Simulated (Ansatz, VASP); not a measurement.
**Si4IrPt2: VASP beside Ansatz**

```
CELL_PARAMETERS angstrom
3.61874 0.00000 0.00000
-1.80937 3.13392 0.00000
0.00000 0.00000 10.40510
ATOMIC_POSITIONS crystal
Si 0.33333 0.66667 0.87436
Si 0.33333 0.66667 0.12564
Si 0.33333 0.66667 0.38706
Si 0.33333 0.66667 0.61294
Ir 0.66667 0.33333 0.00000
Pt 0.66667 0.33333 0.26870
Pt 0.66667 0.33333 0.73130
```

Alike in both runs: functional PBE; k mesh 5 × 5 × 2; occupations gaussian, width 0.2 eV; no spin polarisation.

Ansatz relaxed the structure, and its values are those at the end. VASP's run is a single point on that final structure, the one shown.

|  | VASP | Ansatz |
| --- | --- | --- |
| version | VASP 6.6.1 | Ansatz 0.2.0 |
| potentials or method | VASP PAW PBE potentials, release 64 (Si, Ir, Pt), cutoff 520 eV | scalar-relativistic, plane waves, PAW |
| valence electrons in the cell | 45 | 69 |

|  | VASP | Ansatz | Ansatz less VASP |
| --- | --- | --- | --- |
| gap on the k mesh at the Fermi level (eV) | none | none | - |
| pressure (GPa) | 0.0 | 0.0 | 0.00 |
| rms of the force components (eV/Å) | 0.009 | 0.002 | -0.0067 |

A gap of «none» marks a metal or a gap that the smearing closes. VASP's potentials hold 45 valence electrons a cell and Ansatz's 69, so a difference there can come from the potentials and not from the codes.

The k mesh is coarse, so the values compare programs but aren't converged. Spin-orbit coupling is off throughout.
